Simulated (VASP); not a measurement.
Cd:

```
Cd
1.0
     0.00000    2.54747    3.48072
     2.47720    0.00000    3.48072
     2.47720    2.54747    0.00000
Cd
2
Direct
  0.25000 0.25000 0.25000
  0.00000 0.00000 0.00000
```

The cell was generated, and may not be a known phase.

- Program: VASP 6.6.1
- Task: relaxation of cell and atoms
- Functional: PBE
- Potentials or basis: VASP PAW PBE potentials, release 64 (Cd_sv_GW)
- Cutoff: 630 eV
- k mesh: 6 × 6 × 6
- Occupations: gaussian, width 0.1 eV
- Spin: no spin polarisation

At the start: pressure 28.3 GPa; volume 21.97 Å³/atom.

Q: Where does the relaxation end?

A: Over 21 steps the energy falls by 774.8 meV/atom and the volume is 24.25 Å³/atom (+10.4 %); space group Fddd (No. 70, to 0.1 Å) before and after.

Step by step:
```tsv
step	energy change (eV)	largest force (eV/Å)	pressure (GPa)	volume (Å³)
1	0.0000	0.0000	28.32	43.93
2	-1.0768	0.0000	-3.68	73.08
3	-1.2448	0.0000	-0.51	60.46
4	-1.2445	0.0000	-1.15	61.60
5	-1.2453	0.0000	-0.90	61.13
6	-1.3007	0.0000	-0.96	60.07
7	-1.4435	0.0000	-0.93	56.59
8	-1.5049	0.0000	-3.73	48.50
9	-1.5260	0.0000	-1.14	53.59
10	-1.5344	0.0000	-1.59	51.94
11	-1.5343	0.0000	-1.39	52.53
12	-1.5286	0.0000	2.19	48.62
13	-1.5418	0.0000	0.05	50.82
14	-1.5432	0.0000	-0.02	50.42
15	-1.5481	0.0000	-0.35	49.33
16	-1.5306	0.0000	-0.36	47.08
17	-1.5490	0.0000	-0.41	48.99
18	-1.5491	0.0000	-0.42	48.85
19	-1.5494	0.0000	-0.09	48.39
20	-1.5494	0.0000	-0.17	48.50
21	-1.5496	0.0000	-0.05	48.50
```

Final structure:
```cif
data_structure
_symmetry_space_group_name_H-M 'P 1'
_symmetry_Int_Tables_number 1
_cell_length_a 5.3468
_cell_length_b 5.2833
_cell_length_c 3.1766
_cell_angle_alpha 73.709
_cell_angle_beta 71.522
_cell_angle_gamma 34.769
_cell_volume 48.50
loop_
_atom_site_label
_atom_site_type_symbol
_atom_site_fract_x
_atom_site_fract_y
_atom_site_fract_z
_atom_site_occupancy
Cd1 Cd 0.25000 0.25000 0.25000 1
Cd2 Cd 0.00000 0.00000 0.00000 1
```

Caveat: a cell axis changed by over 15 % at a fixed basis, so the end point is rough.
